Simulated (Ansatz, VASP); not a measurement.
# GaN in VASP and in Ansatz

```
Ga N
1.0
    -3.15158    0.00000    0.00000
     0.00000    0.00000   -5.13825
     0.00000   -5.45869    0.00000
Ga N
4 4
Direct
  0.50000 0.99999 0.16667
  0.00000 0.99999 0.66667
  0.00000 0.49999 0.33333
  0.50000 0.49999 0.83333
  0.50000 0.62784 0.16667
  0.00000 0.62784 0.66667
  0.00000 0.12784 0.33333
  0.50000 0.12784 0.83333
```

Change from the starting cell: mode 11 frozen in at +0.000 Å and mode 13 at -0.018 Å (largest displacements).

Alike in both runs: task single point; functional LDA; k mesh 8 × 6 × 6; occupations gaussian, width 0.05 eV; no spin polarisation.

|  | VASP | Ansatz |
| --- | --- | --- |
| version | VASP 6.6.1 | Ansatz 0.2.0 |
| potentials or method | VASP PAW LDA potentials, release 64 (Ga_d, N), cutoff 520 eV | scalar-relativistic, plane waves, PAW |
| valence electrons in the cell | 72 | 72 |

Ansatz gave:

* gap on the k mesh at the Fermi level (eV): 2.11
* least direct gap on the mesh (eV): 2.11
* pressure (GPa): 0.0
* traceless stress, the component that is largest in VASP (GPa): 1.80
* rms of the force components (eV/Å): 0.166

Q: What did VASP give for the same quantities?

A: gap on the k mesh at the Fermi level (eV): 2.12; least direct gap on the mesh (eV): 2.12; pressure (GPa): 1.1; traceless stress, the component that is largest in VASP (GPa): 1.86; rms of the force components (eV/Å): 0.169.

Ansatz warns that its potentials were made for another functional, while VASP's fit it. LDA's correlation is that of Perdew and Zunger in VASP and of Perdew and Wang (1992) in Ansatz. Atom by atom the forces differ by 0.002 eV/Å (rms over components).
